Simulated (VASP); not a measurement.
A run of VASP 6.6.1:

Contents of INCAR:

```
SYSTEM = GaAs
PREC     = Accurate       ! precision mode
ENCUT    = 500            ! plane-wave cutoff, eV
EDIFF    = 1E-6           ! SCF threshold, eV
ISMEAR   = 0              ! smearing method
SIGMA    = 0.01           ! smearing width, eV
LREAL    = .FALSE.        ! projectors in reciprocal space
LASPH    = .TRUE.         ! aspherical terms in the spheres
NELM     = 120            ! most SCF steps
ALGO     = Normal         ! electronic algorithm
ISIF     = 2              ! what is computed and relaxed
LWAVE    = .FALSE.        ! write WAVECAR
LCHARG   = .TRUE.         ! write CHGCAR
GGA      = PE             ! functional
LELF     = .TRUE.         ! ELF
LVHAR    = .TRUE.       
NBANDS   = 16             ! bands
GGA_COMPAT= .FALSE.
```

Contents of KPOINTS:

```
regular mesh
0
G
  6 6 6
  0 0 0
```

The input POSCAR:

```
GaAs
1.0
    0.0000000000      2.8267500000      2.8267500000
    2.8267500000      0.0000000000      2.8267500000
    2.8267500000      2.8267500000      0.0000000000
Ga As
1 1
Direct
    0.0000000000      0.0000000000      0.0000000000
    0.2500000000      0.2500000000      0.2500000000
```

Potentials or basis: VASP PAW PBE potentials, release 64 (Ga_d, As).

Run with:

```bash
$ cat potpaw_PBE.64/Ga_d/POTCAR potpaw_PBE.64/As/POTCAR > POTCAR
$ mpirun -np 1 vasp_std > vasp.out
```

Hardware: 1 thread of AMD EPYC 7R13, on a shared host.

**Question.** Estimate the wall time of this run.

**Answer.** It took 18 s on 1 thread of AMD EPYC 7R13, on a shared host, peak memory 0.14 GiB. Counts: scf iterations 12, k points 16.
